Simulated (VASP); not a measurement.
Input of a VASP 6.6.1 run:

INCAR

```
PREC     = Accurate       # precision mode
ENCUT    = 500            # plane-wave cutoff, eV
EDIFF    = 1E-6           # SCF threshold, eV
ISMEAR   = 0              # smearing method
SIGMA    = 0.02           # smearing width, eV
LREAL    = False          # projectors in reciprocal space
LASPH    = True           # aspherical terms in the spheres
NELM     = 120            # most SCF steps
ALGO     = Normal         # electronic algorithm
ISIF     = 2              # what is computed and relaxed
LWAVE    = False          # write WAVECAR
LCHARG   = True           # write CHGCAR
GGA      = PS             # functional
LELF     = True           # ELF
LVHAR    = True         
NBANDS   = 11             # bands
GGA_COMPAT= False
```

Contents of KPOINTS:

```
regular mesh
0
Gamma
  8 8 8
```

File POSCAR:

```
BAs
1.0
    0.0000000000      2.4077081066      2.3729251034
    2.4077081066      0.0000000000      2.3729251034
    2.4077081066      2.4077081066      0.0000000000
B As
1 1
Direct
    0.0000000000      0.0000000000      0.0000000000
    0.2500000000      0.2500000000      0.2500000000
```

Potentials or basis: VASP PAW PBE potentials, release 64 (B, As).

Command:

```bash
$ cat potpaw_PBE.64/B/POTCAR potpaw_PBE.64/As/POTCAR > POTCAR
$ mpirun -np 1 vasp_std > vasp.out
```

Estimate the band gap on the k mesh.

0.88 eV, indirect (least direct gap 3.08 eV).

Estimate the pressure.

-1.3 GPa.

Stress tensor (GPa, compression positive):
```
-2.21  0.00  0.00
 0.00 -2.21  0.00
 0.00  0.00  0.66
```

Caveat: the cell differs from its parent crystal (strained cell); the PAW data sets were made with another functional, which shifts forces and pressure a little. A k mesh can miss the band edges.
